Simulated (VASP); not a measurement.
# BN: single point with PBE+D3(BJ)

BN:

```xyz
4
Lattice="2.5064 0.0000 0.0000 -1.2532 2.1706 0.0000 0.0000 0.0000 6.6168" Properties=species:S:1:pos:R:3 pbc="T T T"
B     0.0000    1.4471    1.6542
B     1.2532    0.7235    4.9626
N     0.0000    1.7471    4.6626
N     1.2532    0.7235    1.6542
```

This cell differs from its parent crystal: atom 3 (N) moved by (+0.300, -0.300) A along y and z.

- Program: VASP 6.6.1
- Task: single point
- Functional: PBE
- Dispersion: D3(BJ)
- Potentials or basis: VASP PAW PBE potentials, release 64 (B, N)
- Cutoff: 520 eV
- k mesh: 12 × 12 × 4
- Occupations: gaussian, width 0.05 eV
- Spin: no spin polarisation

- Pressure: 17.5 GPa
- Largest force: 17.394 eV/Å
- Band gap on the k mesh: 1.35 eV, indirect (least direct gap 2.52 eV)
- Dispersion energy per atom: -0.142 eV

Forces on the atoms (eV/Å):
```
B     0.000  -0.003   0.200
B     0.000  17.310  -0.972
N     0.000 -17.358   1.119
N     0.000   0.050  -0.347
```

Stress tensor (GPa, compression positive):
```
-0.09  0.00  0.00
 0.00 54.27 22.86
 0.00 22.86 -1.60
```

Levels at points of the mesh, in eV from the valence-band top:
```tsv
k point	band 6	band 7	band 8	band 9	band 10	band 11
(0.00, 0.00, 0.00)	-3.12	-3.12	0.00	2.52	6.84	8.63
(0.50, 0.00, 0.00)	-5.22	-3.76	-2.31	2.40	4.27	5.68
(0.00, 0.50, 0.00)	-4.20	-2.87	-2.61	1.64	3.26	7.91
(0.00, 0.00, 0.50)	-3.12	-3.12	0.00	3.88	6.80	6.84
(0.50, 0.00, 0.50)	-5.23	-3.41	-2.70	2.93	3.45	5.71
(0.00, 0.50, 0.50)	-4.20	-2.73	-2.54	1.35	2.94	8.12
```

It took 57 s on 1 thread of AMD EPYC 9R45 96-Core Processor (Zen 5) (shared host), peak memory 0.19 GiB.

Caveat: the cell differs from its parent crystal (atom 3 (N) moved by (+0.300, -0.300) A along y and z); forces of over 1 eV/Å act on the atoms, so gaps and moduli don't describe the material at rest. A k mesh can miss the band edges.
